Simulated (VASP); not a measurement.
Write the native input for VASP 6.6.1 that does the following.

```
Task                   : single point
Functional             : PBE
Potentials or basis    : VASP PAW PBE potentials, release 64 (H, Si, Cl)
Cutoff                 : 520 eV
k mesh                 : 2 × 2 × 1
Occupations            : gaussian, width 0.02 eV
Spin                   : no spin polarisation
Dipole correction      : no
Further INCAR settings : LREAL = Auto; ALGO = Normal; EDIFF = 1e-07; NBANDS = 55
```

The structure of Si16H5Cl lies in POSCAR:

```
Si16H5Cl
1.0
    7.6791800000      0.0000000000      0.0000000000
    3.8395900000      6.6503650000      0.0000000000
    0.0000000000      0.0000000000     17.4187650000
H Si Cl
5 16 1
Direct
    0.1666666792      0.1666666416      0.0574094088
    0.6666666792      0.1666666416      0.0574094088
    0.1666666416      0.6666667168      0.0574094088
    0.6666666416      0.6666667168      0.0574094088
   -0.4604934402      0.4691047785      0.4533839799
    0.1666666792      0.1666666416      0.1435233784
    0.6666666792      0.1666666416      0.1435233784
    0.1666666416      0.6666667168      0.1435233784
    0.6666666416      0.6666667168      0.1435233784
   -0.1661573422      0.3341312845      0.1849415845
    0.3348764566      0.3324405503      0.1887411651
   -0.1660446518      0.8320179419      0.1866708690
    0.3265692780      0.8369866917      0.1928329018
   -0.1368539185      0.3188345301      0.3189464351
    0.3680530923      0.3042093178      0.3238284689
   -0.1513554557      0.8231164756      0.3217439928
    0.3965068389      0.8168001305      0.3327087196
    0.0519967115     -0.0317036734      0.3301369529
    0.5385497788     -0.0062133432      0.3923043339
    0.0309470396      0.4854927511      0.3635322022
    0.5319195362      0.4749952822      0.3673085319
    0.0124531258      0.4897901093      0.4838976242
```

These files were run (other wordings do the same):

INCAR

```
SYSTEM = Si16H5Cl
PREC = Accurate
ENCUT = 520
EDIFF = 1E-7
ISMEAR = 0
SIGMA = 0.02
LREAL = Auto
LASPH = .True.
NELM = 60
ALGO = Normal
ISIF = 2
LWAVE = .False.
LCHARG = .True.
GGA = PE
LELF = .True.
LVHAR = .True.
NBANDS = 55
```

KPOINTS

```
regular mesh
0
Gamma
  2 2 1
  0 0 0
```

Potentials or basis: VASP PAW PBE potentials, release 64 (H, Si, Cl).

The run is started by

```console
$ cat potpaw_PBE.64/H/POTCAR potpaw_PBE.64/Si/POTCAR potpaw_PBE.64/Cl/POTCAR > POTCAR
$ mpirun -np 1 vasp_std > vasp.out
```

Results of the run:

- Largest force: 0.325 eV/Å
- Band gap on the k mesh: 0.50 eV

Caveat: the k points lie up to 0.47 Å⁻¹ apart.

Run time: 5.8 min on 1 thread of Intel(R) Xeon(R) 6975P-C (Granite Rapids), with other jobs on the host, peak memory 0.96 GiB.
